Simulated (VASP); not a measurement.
A run of VASP 6.6.1 is set up as follows.

Contents of INCAR:

```
ALGO     = Normal         # electronic algorithm
EDIFF    = 1E-6           # SCF threshold, eV
ENCUT    = 500            # plane-wave cutoff, eV
GGA      = PE             # functional
GGA_COMPAT= False        
ISIF     = 2              # what is computed and relaxed
ISMEAR   = -1             # smearing method
LASPH    = True           # aspherical terms in the spheres
LCHARG   = False          # write CHGCAR
LREAL    = False          # projectors in reciprocal space
LWAVE    = False          # write WAVECAR
NBANDS   = 11             # bands
NELM     = 120            # most SCF steps
PREC     = Accurate       # precision mode
SIGMA    = 0.02           # smearing width, eV
```

KPOINTS

```
k-points
0
Gamma
  8 8 8
```

The input POSCAR:

```
Si
1.0
    0.0000000000      2.7211952592      2.7211952592
    2.7211952592      0.0000000000      2.7211952592
    2.7211952592      2.7211952592      0.0000000000
Si
2
Direct
    0.7500000000      0.7500000000      0.7500000000
    0.5000000000      0.5000000000      0.5000000000
```

Potentials or basis: VASP PAW PBE potentials, release 64 (Si).

The run is started by

```sh
$ cat potpaw_PBE.64/Si/POTCAR > POTCAR
$ mpirun -np 1 vasp_std > vasp.out
```

Task: What does it give for the pressure?

Result: 1.3 GPa.

Task: Predict the band gap on the k mesh.

Result: 0.63 eV (least direct gap 2.56 eV).

A k mesh can miss the band edges. Expect the measured gap to be larger: semilocal functionals such as PBE lack the derivative discontinuity.
